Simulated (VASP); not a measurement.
Runs of VASP 6.6.1 on Cu. The structure is that of space group P6_3/mmc (No. 194), or close to it. The cells are those of the table. 

```tsv
potentials or basis	cell	cutoff (eV)	second run	gap on the mesh (eV)	pressure (GPa)
VASP PAW LDA potentials, release 64 (Cu_sv_GW)	a = 2.534, b = 2.534, c = 4.174 Å, angles 90.0, 90.0, 120.0°, 2 atoms	700	valence_matched	none	-14.4
VASP PAW LDA potentials, release 64 (Cu)	a = 2.534, b = 2.534, c = 4.071 Å, angles 90.0, 90.0, 120.0°, 2 atoms	520	-	none	-5.7
VASP PAW LDA potentials, release 64 (Cu)	a = 2.534, b = 2.534, c = 4.195 Å, angles 90.0, 90.0, 120.0°, 2 atoms	520	-	none	(b)
VASP PAW LDA potentials, release 64 (Cu_sv_GW)	a = 2.534, b = 2.534, c = 4.195 Å, angles 90.0, 90.0, 120.0°, 2 atoms	700	valence_matched	none	-15.0
VASP PAW LDA potentials, release 64 (Cu)	a = 2.534, b = 2.534, c = 4.174 Å, angles 90.0, 90.0, 120.0°, 2 atoms	520	-	none	(a)
```

Alike in all rows: task single point; level LDA; no spin polarisation; k mesh 21 × 21 × 12; smearing gaussian 0.15 eV.

Q: Estimate the missing entries.

A: (a) -9.1; (b) -9.7.

A gap of «none» marks levels without a gap at the run's occupations.

The runs don't all hold the same shells in valence.
